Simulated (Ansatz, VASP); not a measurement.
**Si: VASP beside Ansatz**

```
CELL_PARAMETERS angstrom
-3.32782 3.32782 3.32782
3.32782 -3.32782 3.32782
3.32782 3.32782 -3.32782
ATOMIC_POSITIONS crystal
Si 0.70311 0.70311 0.70311
Si 0.50000 0.00000 0.79689
Si 0.00000 0.79689 0.50000
Si 0.79689 0.50000 0.00000
Si 0.29689 0.29689 0.29689
Si 0.50000 0.00000 0.20311
Si 0.00000 0.20311 0.50000
Si 0.20311 0.50000 0.00000
```

Alike in both runs: functional HSE06; k mesh 4 × 4 × 4; occupations fermi-dirac, width 0.05 eV; no spin polarisation.

```csv
,VASP,Ansatz
version,VASP 6.6.1,Ansatz 0.2.0
potentials or method,"VASP PAW PBE potentials, release 64 (Si)",Ansatz PAW
plane-wave cutoff (eV),520,420
valence electrons in the cell,32,32
task,single point,band structure
```

|  | VASP | Ansatz | Ansatz less VASP |
| --- | --- | --- | --- |
| gap on the k mesh at the Fermi level (eV) | none | none | - |
| pressure (GPa) | -2.1 | -1.7 | +0.33 |
| rms of the force components (eV/Å) | 0.103 | 0.094 | -0.0095 |

Atom by atom the forces differ by 0.010 eV/Å (rms over components). A gap of «none» marks a metal or a gap that the smearing closes.
